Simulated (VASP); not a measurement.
Pd, 3 atoms in the cell. The structure is trigonal, space group R-3m (No. 166). The conventional cell has a = 2.722 Å, b = 2.722 Å, c = 20.390 Å, α = 90.00°, β = 90.00°, γ = 120.00°. Pd (site symmetry -3m) has 12 Pd at 2.72 to 2.75 Å within 3.6 Å. Pd (site symmetry 3m) has 12 Pd at 2.72 to 2.76 Å within 3.6 Å. 

| Item | Value |
| --- | --- |
| Program | VASP 6.6.1 |
| Task | relaxation of cell and atoms |
| Functional | PBEsol |
| Potentials or basis | VASP PAW PBE potentials, release 64 (Pd) |
| Cutoff | 500 eV |
| k mesh | 9 × 9 × 9 |
| Occupations | gaussian, width 0.1 eV |
| Spin | no spin polarisation |
| Dipole correction | no |
| Further INCAR settings | ALGO = Normal; EDIFF = 1e-07; IBRION = 2; EDIFFG = -0.04; NSW = 90; ISIF = 3 |

Potentials or basis: VASP PAW PBE potentials, release 64 (Pd).

Launch:

```sh
$ cat potpaw_PBE.64/Pd/POTCAR > POTCAR
$ mpirun -np 1 vasp_std > vasp.out
```

Hardware: 1 thread of Intel(R) Xeon(R) 6975P-C (Granite Rapids), with other jobs on the host.

Task: How long does it take, and how much memory?

Result: Wall time 8.8 min on 1 thread of Intel(R) Xeon(R) 6975P-C (Granite Rapids) (shared host), peak memory 0.42 GiB. Counts: scf iterations 37, k points 85, ion steps 4.
